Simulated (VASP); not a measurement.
Set up this calculation in VASP 6.6.1, as the native input.

- Task: single point
- Functional: r2SCAN
- Potentials or basis: VASP PAW PBE potentials, release 64 (C, O, H)
- Cutoff: 520 eV
- k mesh: 1 × 1 × 1
- Occupations: fermi-dirac, width 0.02 eV
- Spin: no spin polarisation
- Dipole correction: no
- Further INCAR settings: LREAL = Auto; ALGO = Normal; EDIFF = 1e-06; NBANDS = 64

H6C2O:

```xyz
36
Lattice="7.2936 0.0000 0.0000 0.0000 7.2936 0.0000 0.0000 0.0000 7.2936" Properties=species:S:1:pos:R:3 pbc="T T T"
C     2.5770    0.9330    2.6147
C     2.8238    2.1788    3.4322
C     5.5466    6.1291    6.0890
C     4.4846    7.1729    6.3629
C     6.1841    0.9934    2.9780
C     6.1832    1.9274    1.7949
C     2.2541    3.8594   -0.3505
C     2.1477    4.8809    0.7593
O     1.5607    2.8128    3.6610
O     3.2989    6.9455    5.6211
O     7.1292    1.4281    0.8426
O     1.4605    6.0204    0.2211
H     1.7015    3.5147    4.3033
H     3.2848    1.9054    4.3867
H     3.4949    2.8692    2.9033
H     3.5162    0.4872    2.2954
H     2.0461    0.1984    3.2216
H     1.9800    1.1849    1.7379
H     2.5884    6.7168    6.2406
H     4.2471    7.2152    7.4314
H     4.8792    8.1630    6.0908
H     6.4622    6.3723    6.6257
H     5.2068    5.1376    6.3992
H     5.7665    6.0925    5.0214
H     7.1001    1.9889    0.0623
H     5.1873    1.9708    1.3374
H     6.4610    2.9412    2.1122
H     5.3950    1.2592    3.6793
H     6.0028   -0.0312    2.6372
H     7.1330    1.0339    3.5042
H     1.2206    6.6566    0.9054
H     1.5983    4.4607    1.6051
H     3.1457    5.1746    1.1099
H     2.7388    2.9485    0.0021
H     1.2560    3.5975   -0.7120
H     2.8338    4.2628   -1.1839
```

These files were run (other wordings do the same):

POSCAR

```
H6C2O
1.0
    7.2936330000      0.0000000000      0.0000000000
    0.0000000000      7.2936330000      0.0000000000
    0.0000000000      0.0000000000      7.2936330000
C O H
8 4 24
Direct
    0.3533203026      0.1279148075      0.3584943667
    0.3871598956      0.2987251441      0.4705779670
    0.7604682930      0.8403417077      0.8348368589
    0.6148650472      0.9834418231      0.8723859276
    0.8478728752      0.1361977290      0.4082948575
    0.8477528964      0.2642630480      0.2460876643
    0.3090557681      0.5291525401     -0.0480513249
    0.2944594521      0.6692038977      0.1041010911
    0.2139844131      0.3856541398      0.5019401532
    0.4523001611      0.9522738925      0.7706821042
    0.9774531086      0.1958041247      0.1155314168
    0.2002374988      0.8254349608      0.0303184755
    0.2332901940      0.4818854870      0.5900030541
    0.4503591476      0.2612375532      0.6014446042
    0.4791748120      0.3933860362      0.3980532135
    0.4820969455      0.0667954092      0.3147073652
    0.2805376558      0.0271958036      0.4417069361
    0.2714757116      0.1624552833      0.2382783629
    0.3548870598      0.9209096039      0.8556197114
    0.5823014989      0.9892461587      1.0188844476
    0.6689670882      1.1191953016      0.8350878453
    0.8860061957      0.8736850950      0.9084203466
    0.7138856121      0.7043888568      0.8773730937
    0.7906188433      0.8353116156      0.6884605812
    0.9734640678      0.2726872185      0.0085415479
    0.7112072994      0.2702058158      0.1833594176
    0.8858380457      0.4032576818      0.2896012072
    0.7396854663      0.1726373019      0.5044555615
    0.8230135984     -0.0042778605      0.3615705082
    0.9779699472      0.1417578607      0.4804479936
    0.1673504922      0.9126647778      0.1241424010
    0.2191427372      0.6115842016      0.2200700215
    0.4312944324      0.7094702859      0.1521758292
    0.3755067591      0.4042564222      0.0002931565
    0.1721984511      0.4932368869     -0.0976155845
    0.3885310269      0.5844502883     -0.1623264796
```

INCAR.step1

```
SYSTEM = H6C2O
  PREC = Accurate
  ENCUT = 520
  ISMEAR = -1
  SIGMA = 0.02
  LREAL = Auto
  LASPH = .TRUE.
  NELM = 100
  NBANDS = 64
  GGA = PE
  ALGO = Normal
  EDIFF = 1E-4
  LWAVE = .TRUE.
  LCHARG = .FALSE.
```

INCAR.step2

```
SYSTEM = H6C2O
  PREC = Accurate
  ENCUT = 520
  EDIFF = 1E-6
  ISMEAR = -1
  SIGMA = 0.02
  LREAL = Auto
  LASPH = .TRUE.
  NELM = 100
  ALGO = Normal
  ISIF = 2
  LWAVE = .FALSE.
  LCHARG = .TRUE.
  METAGGA = R2SCAN
  LMIXTAU = .TRUE.
  LELF = .TRUE.
  LVHAR = .TRUE.
  NBANDS = 64
  ISTART = 1
```

KPOINTS

```
Automatic mesh
0
G
  1 1 1
  0 0 0
```

Potentials or basis: VASP PAW PBE potentials, release 64 (C, O, H).

The run is started by

```sh
$ cat potpaw_PBE.64/C/POTCAR potpaw_PBE.64/O/POTCAR potpaw_PBE.64/H/POTCAR > POTCAR
$ cp INCAR.step1 INCAR
$ mpirun -np 1 vasp_gam > vasp.out
$ cp INCAR.step2 INCAR
$ mpirun -np 1 vasp_gam > vasp.out
```

Results of the run:

```
Pressure               : 0.3 GPa
Largest force          : 0.354 eV/Å
Band gap on the k mesh : 5.35 eV
```

Caveat: the k points lie up to 0.86 Å⁻¹ apart; the PAW data sets were made with another functional, which shifts forces and pressure a little.

Run time: 120 s on 1 thread of Intel(R) Xeon(R) 6975P-C (Granite Rapids), on a shared host, peak memory 0.42 GiB.
